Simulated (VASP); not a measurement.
Here is a VASP 6.6.1 calculation.

INCAR

```
ALGO     = Normal         # electronic algorithm
EDIFF    = 1E-8           # SCF threshold, eV
ENCUT    = 520            # plane-wave cutoff, eV
GGA      = PS             # functional
ISIF     = 2              # what is computed and relaxed
ISMEAR   = -1             # smearing method
LASPH    = True           # aspherical terms in the spheres
LCHARG   = False          # write CHGCAR
LEFG     = True         
LREAL    = False          # projectors in reciprocal space
LWAVE    = False          # write WAVECAR
NBANDS   = 17             # bands
NELM     = 60             # most SCF steps
PREC     = Accurate       # precision mode
SIGMA    = 0.05           # smearing width, eV
```

Contents of KPOINTS:

```
k-points
0
Gamma
  11 11 6
```

The input POSCAR:

```
Ca
1.0
    1.9712759950     -3.3954901800      0.0000000000
    1.9712759950      3.3954901800      0.0000000000
    0.0000000000      0.0000000000      6.5091117400
Ca
2
Direct
    0.8355866000      0.1644134000      0.2500000000
    0.1644134000      0.8355866000      0.7500000000
```

Potentials or basis: VASP PAW PBE potentials, release 64 (Ca_sv).

Command:

```sh
$ cat potpaw_PBE.64/Ca_sv/POTCAR > POTCAR
$ mpirun -np 1 vasp_std > vasp.out
```

**Question.** What does it give for the pressure?

**Answer.** -1.1 GPa.

**Question.** What does it give for the band gap on the k mesh?

**Answer.** Zero (bands 10 and 11 overlap by 0.47 eV).

**Question.** Estimate the largest force.

**Answer.** 0.016 eV/Å.

Stress tensor (GPa, compression positive):
```
-1.14  0.00  0.00
 0.00 -0.90  0.00
 0.00  0.00 -1.17
```

Caveat: without QUAD_EFG the Cq values of the log hold for a quadrupole moment of 1 mb, not for the nuclei; the PAW data sets were made with another functional, which shifts forces and pressure a little.
